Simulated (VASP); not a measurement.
## Ge: single point with PBEsol

The system is Ge.

```
CELL_PARAMETERS angstrom
-2.47915 2.63307 1.42730
2.47915 -2.63307 1.42730
2.47915 2.63307 -1.42730
ATOMIC_POSITIONS crystal
Ge 0.18594 0.93594 0.25000
Ge 0.81406 0.06406 0.75000
```

```
Program                : VASP 6.6.1
Task                   : single point
Functional             : PBEsol
Potentials or basis    : VASP PAW PBE potentials, release 64 (Ge_d)
Cutoff                 : 520 eV
k mesh                 : 11 × 11 × 11
Occupations            : fermi-dirac, width 0.05 eV
Spin                   : no spin polarisation
Dipole correction      : no
Further INCAR settings : ALGO = Normal; EDIFF = 1e-07; NBANDS = 21
```

```yaml
Pressure: -1.1 GPa
Largest_force: 0.057 eV/Å
Band_gap_on_the_k_mesh: zero (band 14 reaches 8.77 eV, above the bottom of band 15 at 3.39 eV)
```

Forces on the atoms (eV/Å):
```
Ge   0.000  0.000 -0.057
Ge   0.000  0.000  0.057
```

Stress tensor (GPa, compression positive):
```
 0.11  0.00  0.00
 0.00 -2.04  0.00
 0.00  0.00 -1.42
```

Levels at points of the mesh, in eV from the Fermi level:
| k point | band 11 | band 12 | band 13 | band 14 | band 15 | band 16 | band 17 | band 18 |
| --- | --- | --- | --- | --- | --- | --- | --- | --- |
| (0.00, 0.00, 0.00) | -13.30 | -3.76 | -2.42 | -1.97 | 3.37 | 7.04 | 7.30 | 8.03 |

It took 62 s on 1 thread of Intel(R) Xeon(R) 6975P-C (Granite Rapids), on a shared host, peak memory 0.26 GiB.

Caveat: the PAW data sets were made with another functional, which shifts forces and pressure a little.
